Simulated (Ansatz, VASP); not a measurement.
**One calculation of ZnAu, two programs**

```
CELL_PARAMETERS angstrom
3.10564 0.00000 0.00000
0.00000 3.10564 0.00000
0.00000 0.00000 3.10564
ATOMIC_POSITIONS crystal
Zn 0.50000 0.50000 0.50000
Au 0.00000 0.00000 0.00000
```

Alike in both runs: task single point; functional PBEsol; k mesh 6 × 6 × 6; occupations gaussian, width 0.1 eV; no spin polarisation.

```csv
,VASP,Ansatz
version,VASP 6.6.1,Ansatz 0.2.0
potentials or method,"VASP PAW PBE potentials, release 64 (Zn, Au), cutoff 500 eV","scalar-relativistic, plane waves, PAW"
valence electrons in the cell,23,31
```

Ansatz gave:

- gap on the k mesh at the Fermi level (eV): none
- pressure (GPa): 3.2

Problem. Estimate VASP's values.

Solution. gap on the k mesh at the Fermi level (eV): none; pressure (GPa): 3.4.

VASP's potentials were made for PBE, not for PBEsol. A gap of «none» marks a metal or a gap that the smearing closes. VASP's potentials hold 23 valence electrons a cell and Ansatz's 31, so a difference there can come from the potentials and not from the codes.

Neither program's run includes spin-orbit coupling.
